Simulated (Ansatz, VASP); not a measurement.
Two plane-wave programs on BN

The input INCAR:

```
SYSTEM = BN
ALGO     = Normal         ! electronic algorithm
EDIFF    = 1E-6           ! SCF threshold, eV
ENCUT    = 520            ! plane-wave cutoff, eV
GGA      = PE             ! functional
ISIF     = 2              ! what is computed and relaxed
ISMEAR   = 0              ! smearing method
LASPH    = .True.         ! aspherical terms in the spheres
LCHARG   = .True.         ! write CHGCAR
LELF     = .True.         ! ELF
LREAL    = .False.        ! projectors in reciprocal space
LVHAR    = .True.       
LWAVE    = .False.        ! write WAVECAR
NBANDS   = 11             ! bands
NELM     = 80             ! most SCF steps
PREC     = Accurate       ! precision mode
SIGMA    = 0.01           ! smearing width, eV
```

Contents of KPOINTS:

```
k-points
0
Gamma
  16 16 16
  0 0 0
```

Contents of POSCAR:

```
BN
1.0
    0.0000000000      1.8473895194      1.8473895194
    1.8473895194      0.0000000000      1.8473895194
    1.8473895194      1.8473895194      0.0000000000
B N
1 1
Direct
    0.5000000000      0.5000000000      0.5000000000
    0.0000000000      0.0000000000      0.0000000000
```

Input for Ansatz:

```yaml
crystal:
  lattice:
    - [0.0, 1.8473895194, 1.8473895194]
    - [1.8473895194, 0.0, 1.8473895194]
    - [1.8473895194, 1.8473895194, 0.0]
  atoms:
    - { symbol: B, position: [0.5, 0.5, 0.5] }
    - { symbol: "N", position: [0.0, 0.0, 0.0] }
basis:
  ecutwfc: 420
kpoints:
  mp_grid: { grid: [16, 16, 16] }
hamiltonian:
  xc: pbe
scf:
  occupations: { method: gaussian, width: 0.01 }
output:
  forces: true
  stress: true
  eigenvalues: true
  populations: true
```

Alike in both runs: task single point; functional PBE; k mesh 16 × 16 × 16; occupations gaussian, width 0.01 eV; no spin polarisation.

|  | VASP | Ansatz |
| --- | --- | --- |
| version | VASP 6.6.1 | Ansatz 0.2.0 |
| potentials or method | VASP PAW PBE potentials, release 64 (B, N), cutoff 520 eV | scalar-relativistic, plane waves, PAW |
| valence electrons in the cell | 8 | 8 |

Ansatz gave:

- gap on the k mesh at the Fermi level (eV): 0.08
- least direct gap on the mesh (eV): 4.85
- pressure (GPa): -44.2

**Question.** Estimate VASP's values.

**Answer.** gap on the k mesh at the Fermi level (eV): 0.08; least direct gap on the mesh (eV): 4.84; pressure (GPa): -44.4.

Both programs put the cell under strong tension, so it lies far from rest at this level.

Noted on VASP's run: the cell as given lies far from equilibrium.
